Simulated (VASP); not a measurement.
Sc:

```xyz
4
Lattice="3.3715 0.0000 0.0000 -1.6858 2.9198 0.0000 0.0000 0.0000 10.8739" Properties=species:S:1:pos:R:3 pbc="T T T"
Sc    0.0000    0.0000    0.0000
Sc    0.0000    0.0000    5.4370
Sc    0.0000    1.9466    8.1554
Sc    1.6858    0.9733    2.7185
```

* Program: VASP 6.6.1
* Task: relaxation of cell and atoms
* Functional: PBEsol
* Potentials or basis: VASP PAW PBE potentials, release 64 (Sc_sv)
* Cutoff: 600 eV
* k mesh: 6 × 6 × 2
* Occupations: gaussian, width 0.1 eV
* Spin: no spin polarisation

At the start: pressure -5.6 GPa; volume 26.76 Å³/atom.

Task: Where does the relaxation end?

Result: Over 6 steps the energy falls by 61.4 meV/atom and the volume is 23.66 Å³/atom (-11.6 %); space group P6_3/mmc (No. 194, to 0.1 Å) before and after.

The path:
```tsv
step	energy change (eV)	largest force (eV/Å)	pressure (GPa)	volume (Å³)
1	0.0000	0.0000	-5.60	107.05
2	-0.2369	0.0000	0.79	93.21
3	-0.2398	0.0000	0.06	94.43
4	-0.2397	0.0000	-0.08	94.68
5	-0.2430	0.0000	-0.09	94.66
6	-0.2457	0.0000	-0.08	94.62
```

Final structure:
```xyz
4
Lattice="3.2681 0.0000 0.0000 -1.6341 2.8303 0.0000 0.0000 0.0000 10.2296" Properties=species:S:1:pos:R:3 pbc="T T T"
Sc    0.0000    0.0000    0.0000
Sc    0.0000    0.0000    5.1148
Sc    0.0000    1.8869    7.6722
Sc    1.6341    0.9434    2.5574
```

Caveat: the PAW data sets were made with another functional, which shifts forces and pressure a little.
